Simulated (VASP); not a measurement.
# Pt (P6/mmm) in VASP: a series of runs, part 2 of 2

VASP 6.6.1. The steps go on from the part before.

## (5) Single point, LDA (volume scaled by 0.96)

Contents of INCAR:

```
  PREC = Accurate
  ENCUT = 520
  EDIFF = 1E-6
  ISMEAR = -1
  SIGMA = 0.1
  LREAL = False
  LASPH = True
  NELM = 100
  ALGO = Normal
  ISIF = 2
  LWAVE = False
  LCHARG = True
  LELF = True
  LVHAR = True
  NBANDS = 22
```

Contents of KPOINTS:

```
Automatic mesh
0
Gamma
  9 9 13
```

Contents of POSCAR:

```
Pt
1.0
    4.3857584896      0.0000000000      0.0000000000
   -2.1928792448      3.7981782668      0.0000000000
    0.0000000000      0.0000000000      2.6129907440
Pt
3
Direct
    1.0000000000      1.0000000000      1.0000000000
    0.3333333333      0.6666666667      0.5000000000
    0.6666666667      0.3333333333      0.5000000000
```

Potentials or basis: VASP PAW LDA potentials, release 64 (Pt).

The run is started by

```console
$ cat potpaw_LDA.64/Pt/POTCAR > POTCAR
$ mpirun -np 1 vasp_std > vasp.out
```

OUTCAR:

```text
PREC = Accurate
   ENCUT = 520
   EDIFF = 1E-6
   ISMEAR = -1
   LREAL = False
   LASPH = True
   NELM = 100
   ISIF = 2

 ion  position               nearest neighbor table
   1  0.000  0.000  0.000-   2 2.85   3 2.85   2 2.85   3 2.85   2 2.85   2 2.85   3 2.85   3 2.85
                             3 2.85   3 2.85   2 2.85   2 2.85
   2  0.333  0.667  0.500-   3 2.53   3 2.53   3 2.53   1 2.85   1 2.85   1 2.85   1 2.85   1 2.85
                             1 2.85
   3  0.667  0.333  0.500-   2 2.53   2 2.53   2 2.53   1 2.85   1 2.85   1 2.85   1 2.85   1 2.85
                             1 2.85

  LATTYP: Found a hexagonal cell.
 ALAT       =     4.3857584896
 C/A-ratio  =     0.5957899301

  Lattice vectors:

 A1 = (   4.3857584896,   0.0000000000,   0.0000000000)
 A2 = (  -2.1928792448,   3.7981782668,   0.0000000000)
 A3 = (   0.0000000000,   0.0000000000,   2.6129907440)

Analysis of symmetry for initial positions (statically):
=====================================================================
 Subroutine PRICEL returns:
 Original cell was already a primitive cell.

 Routine SETGRP: Setting up the symmetry group for a
 hexagonal supercell.

 Subroutine GETGRP returns: Found 24 space group operations
[... 168 lines left out ...]

 val. band max:       11.8441921460   @ k =   0.3333   0.0000   0.3077
 cond. band min:      11.8450797937   @ k =   0.3333   0.2222   0.3077
 fundamental gap:      0.0008876476
 Fermi energy:        11.8447853727

 k-point     1 :       0.0000    0.0000    0.0000
  band No.  band energies     occupation
      1       1.2315      2.00000
      2       4.5991      2.00000
      3       6.3916      2.00000
      4       7.1680      2.00000
      5       7.1680      2.00000
      6       7.1781      2.00000
[... 589 lines left out ...]
     21      23.5760      0.00000
     22      27.2973      0.00000

 [... further k-points ...]

------------------------ aborting loop because EDIFF is reached ----------------------------------------

  FORCE on cell =-STRESS in cart. coord.  units (eV):
  Direction    XX          YY          ZZ          XY          YZ          ZX
  --------------------------------------------------------------------------------------
  -------------------------------------------------------------------------------------
  Total        3.7039969      3.7039969      4.0839953      0.0000000     -0.0000000      0.0000000
  in kB      136.3399938    136.3399937    150.3273092      0.0000000     -0.0000000      0.0000000
  external PRESSURE =     141.0024322 kB  Pullay stress =       0.0000000 kB

 VOLUME and BASIS-vectors are now :
 -----------------------------------------------------------------------------
  energy-cutoff  :      520.00
  volume of cell :       43.53
      direct lattice vectors                 reciprocal lattice vectors
     4.385758490  0.000000000  0.000000000     0.228010731  0.131642057  0.000000000
    -2.192879245  3.798178267  0.000000000     0.000000000  0.263284114  0.000000000
     0.000000000  0.000000000  2.612990744     0.000000000  0.000000000  0.382703231

 POSITION                                       TOTAL-FORCE (eV/Angst)
 -----------------------------------------------------------------------------------
      0.00000      0.00000      0.00000        -0.000000      0.000000      0.000000
     -0.00000      2.53212      1.30650        -0.000000      0.000000      0.000000
      2.19288      1.26606      1.30650         0.000000     -0.000000      0.000000
 -----------------------------------------------------------------------------------
    total drift:                                0.000000      0.000000     -0.000000

  FREE ENERGIE OF THE ION-ELECTRON SYSTEM (eV)
  ---------------------------------------------------
  free  energy   TOTEN  =       -22.0030599840 eV

  energy  without entropy=      -21.8461506395  energy(sigma->0) =      -21.92460531
```

OSZICAR:

```text
N       E                     dE             d eps       ncg     rms          rms(c)
DAV:   1     0.175331042753E+03    0.17533E+03   -0.15386E+04  3752   0.132E+03
DAV:   2    -0.187448163405E+02   -0.19408E+03   -0.18147E+03  4058   0.294E+02
DAV:   3    -0.232114602995E+02   -0.44666E+01   -0.43926E+01  4284   0.449E+01
DAV:   4    -0.232433238445E+02   -0.31864E-01   -0.31845E-01  4194   0.391E+00
DAV:   5    -0.232436209930E+02   -0.29715E-03   -0.29714E-03  4380   0.416E-01    0.262E+01
DAV:   6    -0.221726051408E+02    0.10710E+01   -0.18848E+00  4050   0.108E+01    0.139E+01
DAV:   7    -0.221776514769E+02   -0.50463E-02   -0.13607E+00  4218   0.913E+00    0.587E+00
DAV:   8    -0.220131529902E+02    0.16450E+00   -0.67495E-01  3942   0.776E+00    0.287E+00
DAV:   9    -0.220039208274E+02    0.92322E-02   -0.33339E-02  4068   0.144E+00    0.518E-01
DAV:  10    -0.220030568375E+02    0.86399E-03   -0.32572E-03  4206   0.471E-01    0.719E-02
DAV:  11    -0.220030636921E+02   -0.68546E-05   -0.10432E-04  4230   0.893E-02    0.564E-02
DAV:  12    -0.220030602316E+02    0.34605E-05   -0.17166E-05  4236   0.361E-02    0.147E-02
DAV:  13    -0.220030599840E+02    0.24755E-06   -0.12552E-06  2484   0.100E-02
   1 F= -.22003060E+02 E0= -.21924605E+02  d E =-.156909E+00
```

stdout:

```text
POSCAR found type information on POSCAR Pt
 POSCAR found :  1 types and       3 ions
 scaLAPACK will be used
 LDA part: xc-table for (Slater(with rela. corr.)+CA(PZ))
 , standard interpolation
 POSCAR, INCAR and KPOINTS ok, starting setup
 FFT: planning ... GRIDC
 FFT: planning ... GRID_SOFT
 FFT: planning ... GRID
 WAVECAR not read
 entering main loop
```

It took 49 s on 1 thread of AMD EPYC 7R13 (Zen 3), shared host; peak memory 0.16 GiB.

Results:

```
Free energy            : -22.0031 eV
Pressure               : 14.1 GPa
Band gap on the k mesh : zero (band 15 reaches 13.02 eV, above the bottom of band 16 at 11.56 eV)
```

Levels at points of the mesh, in eV from the Fermi level:
```tsv
k point	band 12	band 13	band 14	band 15	band 16	band 17	band 18	band 19
(0.00, 0.00, 0.00)	-2.22	-2.12	-2.12	0.42	0.42	5.37	6.38	7.76
```

Caveat: spin-orbit coupling is left out, which moves the levels of the heavy elements.

## (6) Overview

```tsv
cell	k mesh	gap on the mesh (eV)	pressure (GPa)
a = 4.446, b = 4.446, c = 2.649 Å, angles 90.0, 90.0, 120.0°, 3 atoms	8 × 8 × 12	none	0.7
a = 4.260, b = 4.260, c = 2.538 Å, angles 90.0, 90.0, 120.0°, 3 atoms	9 × 9 × 13	none	53.3
a = 4.324, b = 4.324, c = 2.576 Å, angles 90.0, 90.0, 120.0°, 3 atoms	9 × 9 × 13	none	31.3
a = 4.386, b = 4.386, c = 2.613 Å, angles 90.0, 90.0, 120.0°, 3 atoms	9 × 9 × 13	none	14.1
```

Alike in all rows: task single point; level LDA; potentials or basis VASP PAW LDA potentials, release 64 (Pt); no spin polarisation; cutoff (eV) 520; smearing fermi-dirac 0.1 eV.

Caveats: spin-orbit coupling is left out, which moves the levels of the heavy elements.

Absolute energies hang on the potentials; compare differences alone.
